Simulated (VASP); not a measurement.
The system is Co.

```
CELL_PARAMETERS angstrom
2.48737 0.00000 0.00000
-1.24368 2.15412 0.00000
0.00000 0.00000 4.06329
ATOMIC_POSITIONS crystal
Co 0.66667 0.33333 0.25986
Co 0.33333 0.66667 0.74014
```

Base run:

```yaml
Program: VASP 6.6.1
Functional: PBEsol
Potentials_or_basis: VASP PAW PBE potentials, release 64 (Co)
Cutoff: 520 eV
k_mesh: 9 × 9 × 5
Occupations: fermi-dirac, width 0.05 eV
Spin: collinear spin, ferromagnetic start
Starting_moments: "[2.5, 2.5] μB"
```

Its results: pressure -11.3 GPa; net moment 3.09 μB per cell; site moments Co +1.56 μB; largest force 0.435 eV/Å.

Question: The run is repeated on the same cell with these changes: k mesh from 9 × 9 × 5 to 5 × 5 × 3; further incar settings from ALGO = Normal; EDIFF = 1e-06; NBANDS = 20 to ALGO = Normal; EDIFF = 1e-07; NBANDS = 20. What comes out?

Answer: Pressure -8.1 GPa; net moment 3.53 μB per cell; site moments Co +1.76 μB; largest force 0.418 eV/Å.

Caveats: some runs use coarse meshes; the PAW data sets were made with another functional, which shifts forces and pressure a little.
